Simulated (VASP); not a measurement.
Wanted: the native input for a VASP 6.6.1 run.

```
Task                   : single point
Functional             : PBE
Potentials or basis    : VASP PAW PBE potentials, release 64 (Si)
Cutoff                 : 520 eV
k mesh                 : 10 × 10 × 10
Occupations            : gaussian, width 0.01 eV
Spin                   : no spin polarisation
Dipole correction      : no
Further INCAR settings : ALGO = Normal; EDIFF = 1e-06; NBANDS = 11
```

The structure of Si lies in POSCAR:

```
Si
1.0
   -0.0068377715      2.7351086096      2.7351086096
    2.7351086096     -0.0068377715      2.7351086096
    2.7282708381      2.7282708381      0.0000000000
Si
2
Direct
   -0.0003172820     -0.0003172820      0.0003172820
    0.2503172820      0.2503172820      0.2496827180
```

The input as run:

INCAR

```
ALGO     = Normal         # electronic algorithm
EDIFF    = 1E-6           # SCF threshold, eV
ENCUT    = 520            # plane-wave cutoff, eV
GGA      = PE             # functional
ISIF     = 2              # what is computed and relaxed
ISMEAR   = 0              # smearing method
LASPH    = T              # aspherical terms in the spheres
LCHARG   = F              # write CHGCAR
LREAL    = F              # projectors in reciprocal space
LWAVE    = F              # write WAVECAR
NBANDS   = 11             # bands
NELM     = 60             # most SCF steps
PREC     = Accurate       # precision mode
SIGMA    = 0.01           # smearing width, eV
```

KPOINTS

```
k-points
0
Gamma
  10 10 10
```

Potentials or basis: VASP PAW PBE potentials, release 64 (Si).

Command:

```console
$ cat potpaw_PBE.64/Si/POTCAR > POTCAR
$ mpirun -np 1 vasp_std > vasp.out
```

Results of the run:

- Pressure: -0.1 GPa
- Band gap on the k mesh: 0.60 eV, indirect (least direct gap 2.51 eV)

It took 34 s on 1 thread of AMD EPYC 9R45 96-Core Processor (Zen 5), with other jobs on the host, peak memory 0.17 GiB.
